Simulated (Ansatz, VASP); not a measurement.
## Si5C: VASP beside Ansatz

```xyz
6
Lattice="3.3603 0.0000 0.0000 0.0000 3.4985 0.0000 0.0000 0.0000 7.3692" Properties=species:S:1:pos:R:3 pbc="T T T"
Si    1.6802    1.7493    2.4871
Si    0.0000    0.0000    1.8563
Si    1.6802    1.7493    4.8821
Si    0.0000    0.0000    5.5129
Si    1.6802    1.7493    0.0000
C     0.0000    0.0000    0.0000
```

Change from the starting cell: species swapped into the BaBi5 type (P2/m, No. 10).

Alike in both runs: functional PBE; k mesh 12 × 10 × 6; occupations gaussian, width 0.1 eV; no spin polarisation.

Ansatz relaxed the structure, and its values are those at the end. VASP's run is a single point on that final structure, the one shown.

|  | VASP | Ansatz |
| --- | --- | --- |
| version | VASP 6.6.1 | Ansatz 0.2.0 |
| potentials or method | VASP PAW PBE potentials, release 64 (Si, C), cutoff 520 eV | scalar-relativistic, plane waves, PAW |
| valence electrons in the cell | 24 | 24 |

|  | VASP | Ansatz | Ansatz less VASP |
| --- | --- | --- | --- |
| gap on the k mesh at the Fermi level (eV) | none | none | - |
| pressure (GPa) | -0.1 | 0.0 | +0.06 |

A gap of «none» marks a metal or a gap that the smearing closes. With one functional, cell and mesh, what is left measures potentials, basis and numerics.
